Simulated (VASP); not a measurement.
# NiMoIrPdW (P3m1) in VASP: a series of runs, part 2 of 2

VASP 6.6.1. The steps go on from the part before.

### 3 Single point, r2SCAN, collinear spin, ferromagnetic start

The input, POSCAR:

```
NiMoIrPdW
1.0
    4.1467000000      0.0000000000      0.0000000000
   -2.0733500000      3.5911500000      0.0000000000
    0.0000000000      0.0000000000      5.4162900000
Ni Mo Pd Ir W
1 1 1 1 1
Direct
    0.0000000000      0.0000000000      0.0222100000
    0.6666700000      0.3333300000      0.4599600000
    0.3333300000      0.6666700000      0.7460100000
    0.3333300000      0.6666700000      0.2564100000
    0.6666700000      0.3333300000      0.9998500000
```

The input, INCAR.step1:

```
SYSTEM = NiMoIrPdW
  PREC = Accurate
  ENCUT = 520
  ISMEAR = -1
  SIGMA = 0.05
  LREAL = .False.
  LASPH = .True.
  NELM = 150
  ISPIN = 2
  MAGMOM = 1 1 0 0.6 0
  LMAXMIX = 4
  NBANDS = 40
  GGA = PE
  ALGO = Normal
  EDIFF = 1E-4
  LWAVE = .True.
  LCHARG = .False.
```

The input, INCAR.step2:

```
SYSTEM = NiMoIrPdW
  PREC = Accurate
  ENCUT = 520
  EDIFF = 1E-7
  ISMEAR = -1
  SIGMA = 0.05
  LREAL = .False.
  LASPH = .True.
  NELM = 150
  ALGO = Normal
  ISIF = 2
  LWAVE = .False.
  LCHARG = .False.
  ISPIN = 2
  MAGMOM = 1 1 0 0.6 0
  LORBIT = 11
  LMAXMIX = 4
  METAGGA = R2SCAN
  LMIXTAU = .True.
  NBANDS = 40
  ISTART = 1
```

The input, KPOINTS:

```
Automatic mesh
0
Gamma
  7 7 5
  0 0 0
```

Potentials or basis: VASP PAW PBE potentials, release 64 (Ni, Mo_sv, Pd, Ir, W_sv).

Started as:

```
cat potpaw_PBE.64/Ni/POTCAR potpaw_PBE.64/Mo_sv/POTCAR potpaw_PBE.64/Pd/POTCAR potpaw_PBE.64/Ir/POTCAR potpaw_PBE.64/W_sv/POTCAR > POTCAR
cp INCAR.step1 INCAR
mpirun -np 1 vasp_std > vasp.out
cp INCAR.step2 INCAR
mpirun -np 1 vasp_std > vasp.out
```

OUTCAR:

```text
SYSTEM = NiMoIrPdW
   PREC = Accurate
   ENCUT = 520
   EDIFF = 1E-7
   ISMEAR = -1
   LREAL = .False.
   LASPH = .True.
   NELM = 150
   ISIF = 2
   ISPIN = 2
   LORBIT = 11
   METAGGA = R2SCAN
   ISTART = 1

 ion  position               nearest neighbor table
   1  0.000  0.000  0.022-   5 2.40   5 2.40   5 2.40   4 2.71   4 2.71   4 2.71   3 2.82   3 2.82
                             3 2.82
   2  0.667  0.333  0.460-   5 2.49   4 2.64   4 2.64   4 2.64   3 2.85   3 2.85   3 2.85   5 2.92

   3  0.333  0.667  0.746-   4 2.65   5 2.76   5 2.76   5 2.76   4 2.76   1 2.82   1 2.82   1 2.82
                             2 2.85   2 2.85   2 2.85
   4  0.333  0.667  0.256-   2 2.64   2 2.64   2 2.64   3 2.65   1 2.71   1 2.71   1 2.71   3 2.76
                             5 2.77   5 2.77   5 2.77
   5  0.667  0.333  1.000-   1 2.40   1 2.40   1 2.40   2 2.49   3 2.76   3 2.76   3 2.76   4 2.77
                             4 2.77   4 2.77   2 2.92

  LATTYP: Found a hexagonal cell.
 ALAT       =     4.1467000000
 C/A-ratio  =     1.3061687607

  Lattice vectors:

 A1 = (   4.1467000000,   0.0000000000,   0.0000000000)
 A2 = (  -2.0733500000,   3.5911500000,   0.0000000000)
 A3 = (   0.0000000000,   0.0000000000,   5.4162900000)

Analysis of symmetry for initial positions (statically):
=====================================================================
 Subroutine PRICEL returns:
 Original cell was already a primitive cell.

 Routine SETGRP: Setting up the symmetry group for a
 hexagonal supercell.

 Subroutine GETGRP returns: Found  2 space group operations
 (whereof  2 operations were pure point group operations)
 out of a pool of 24 trial point group operations.

The static configuration has the point symmetry C_1h.

Analysis of symmetry for dynamics (positions and initial velocities):
=====================================================================
 Subroutine PRICEL returns:
 Original cell was already a primitive cell.

 Routine SETGRP: Setting up the symmetry group for a
[... 171 lines left out ...]
  free energy    TOTEN  =      -163.75193861 eV

  energy without entropy =     -163.73479820  energy(sigma->0) =     -163.74336840

 E-fermi :   9.0233     XC(G=0): -13.6630

 val. band max:        8.9536534385   @ k =   0.4286   0.0000   0.2000
 cond. band min:       9.0655947705   @ k =   0.2857   0.0000   0.4000
 fundamental gap:      0.1119413320
 Fermi energy:         9.0233152270

 spin component 1

 k-point     1 :       0.0000    0.0000    0.0000
  band No.  band energies     occupation
      1     -67.1883      1.00000
      2     -54.0629      1.00000
      3     -30.9016      1.00000
      4     -30.7650      1.00000
      5     -30.7650      1.00000
      6     -27.4404      1.00000
[... 1021 lines left out ...]
     39      17.0311      0.00000
     40      18.7306      0.00000

 [... further k-points ...]

 spin component 2

 k-point     1 :       0.0000    0.0000    0.0000
  band No.  band energies     occupation
      1     -67.1883      1.00000
      2     -54.0629      1.00000
      3     -30.9016      1.00000
      4     -30.7650      1.00000
      5     -30.7650      1.00000
      6     -27.4404      1.00000
[... 1021 lines left out ...]
     39      17.0311      0.00000
     40      18.7306      0.00000

 [... further k-points ...]
[... 5 lines left out ...]
  --------------------------------------------------------------------------------------
  -------------------------------------------------------------------------------------
  Total       -2.1033826     -2.1034215     -1.9471076     -0.0000312      0.0000143     -0.0000247
  in kB      -41.7821512    -41.7829237    -38.6778617     -0.0006195      0.0002845     -0.0004901
  external PRESSURE =     -40.7476455 kB  Pullay stress =       0.0000000 kB

 VOLUME and BASIS-vectors are now :
 -----------------------------------------------------------------------------
  energy-cutoff  :      520.00
  volume of cell :       80.66
      direct lattice vectors                 reciprocal lattice vectors
     4.146700000  0.000000000  0.000000000     0.241155618  0.139231166  0.000000000
    -2.073350000  3.591150000  0.000000000     0.000000000  0.278462331  0.000000000
     0.000000000  0.000000000  5.416290000     0.000000000  0.000000000  0.184628223

 POSITION                                       TOTAL-FORCE (eV/Angst)
 -----------------------------------------------------------------------------------
      0.00000      0.00000      0.12030         0.000109     -0.000063      0.055006
      2.07337      1.19704      2.49128        -0.000354      0.000205     -0.038916
     -0.00002      2.39411      4.04061         0.000300     -0.000173      0.079826
     -0.00002      2.39411      1.38879         0.000456     -0.000263     -0.115083
      2.07337      1.19704      5.41548        -0.000512      0.000295      0.019166
 -----------------------------------------------------------------------------------
    total drift:                               -0.000021     -0.000023     -0.010150

  FREE ENERGIE OF THE ION-ELECTRON SYSTEM (eV)
  ---------------------------------------------------
  free  energy   TOTEN  =      -163.7519386122 eV

  energy  without entropy=     -163.7347981951  energy(sigma->0) =     -163.74336840

 total charge

# of ion       s       p       d       tot
------------------------------------------
    1        0.544   0.550   8.399   9.494
    2        2.344   6.133   3.851  12.328
    3        0.606   0.593   8.416   9.615
    4        0.753   0.722   6.961   8.436
    5        2.432   6.312   3.305  12.049
--------------------------------------------------
tot          6.680  14.310  30.932  51.923

 magnetization (x)

# of ion       s       p       d       tot
------------------------------------------
    1        0.000  -0.000  -0.000  -0.000
    2       -0.000  -0.000   0.000  -0.000
    3        0.000   0.000   0.000   0.000
    4        0.000   0.000   0.000   0.000
    5       -0.000  -0.000   0.000   0.000
--------------------------------------------------
tot          0.000  -0.000  -0.000  -0.000
```

OUTCAR.step1:

```text
SYSTEM = NiMoIrPdW
   PREC = Accurate
   ENCUT = 520
   ISMEAR = -1
   LREAL = .False.
   LASPH = .True.
   NELM = 150
[... 2323 lines left out ...]
     -0.00002      2.39411      4.04061         0.000302     -0.000174     -0.000394
     -0.00002      2.39411      1.38879         0.000447     -0.000258     -0.075811
      2.07337      1.19704      5.41548        -0.000487      0.000281     -0.170714
 -----------------------------------------------------------------------------------
    total drift:                               -0.000000     -0.000035     -0.005964

  FREE ENERGIE OF THE ION-ELECTRON SYSTEM (eV)
  ---------------------------------------------------
  free  energy   TOTEN  =       -42.5805356837 eV

  energy  without entropy=      -42.5600365288  energy(sigma->0) =      -42.57028611
```

OSZICAR.step1:

```text
N       E                     dE             d eps       ncg     rms          rms(c)
DAV:   1     0.649858078107E+03    0.64986E+03   -0.28966E+04 11896   0.158E+03
DAV:   2    -0.245920067369E+01   -0.65232E+03   -0.62515E+03 11784   0.477E+02
DAV:   3    -0.444221669048E+02   -0.41963E+02   -0.39031E+02 13368   0.129E+02
DAV:   4    -0.455619671302E+02   -0.11398E+01   -0.11349E+01 13160   0.220E+01
DAV:   5    -0.455895232098E+02   -0.27556E-01   -0.27552E-01 15912   0.333E+00    0.302E+01
DAV:   6    -0.490924140390E+02   -0.35029E+01   -0.62952E+01 12368   0.101E+02    0.266E+01
DAV:   7    -0.428196512190E+02    0.62728E+01   -0.17509E+01 14056   0.738E+01    0.945E+00
DAV:   8    -0.428423044409E+02   -0.22653E-01   -0.46434E+00 15576   0.210E+01    0.402E+00
DAV:   9    -0.425997199573E+02    0.24258E+00   -0.12312E+00 16384   0.112E+01    0.199E+00
DAV:  10    -0.425912536057E+02    0.84664E-02   -0.81658E-02 14216   0.204E+00    0.142E+00
DAV:  11    -0.425817164670E+02    0.95371E-02   -0.24446E-02 15672   0.172E+00    0.512E-01
DAV:  12    -0.425805490409E+02    0.11674E-02   -0.34097E-03 15392   0.544E-01    0.212E-01
DAV:  13    -0.425805356837E+02    0.13357E-04   -0.39565E-04 11200   0.269E-01
   1 F= -.42580536E+02 E0= -.42570286E+02  d E =-.204992E-01  mag=     0.0005
```

It took 47 min on 1 thread of Oxide Virtual Turin-like, shared host; peak memory 0.52 GiB.

What came out:

```
Free energy                                           : -163.7519 eV
Pressure                                              : -4.1 GPa
Largest force                                         : 0.115 eV/Å
Net moment                                            : 0.00 μB per cell
Valence electrons inside the program's atomic spheres : Ni 9.49; Mo 12.33; Pd 9.62; Ir 8.44; W 12.05
```

Forces on the atoms (eV/Å):
```
Ni   0.000  0.000  0.055
Mo   0.000  0.000 -0.039
Pd   0.000  0.000  0.080
Ir   0.000  0.000 -0.115
W   -0.001  0.000  0.019
```

Stress tensor (GPa, compression positive):
```
-4.18  0.00  0.00
 0.00 -4.18  0.00
 0.00  0.00 -3.87
```

Caveat: the cell stands under tension; the moments typed at the start vanished in this run; the PAW data sets were made with another functional, which shifts forces and pressure a little; spin-orbit coupling is left out, which moves the levels of the heavy elements.
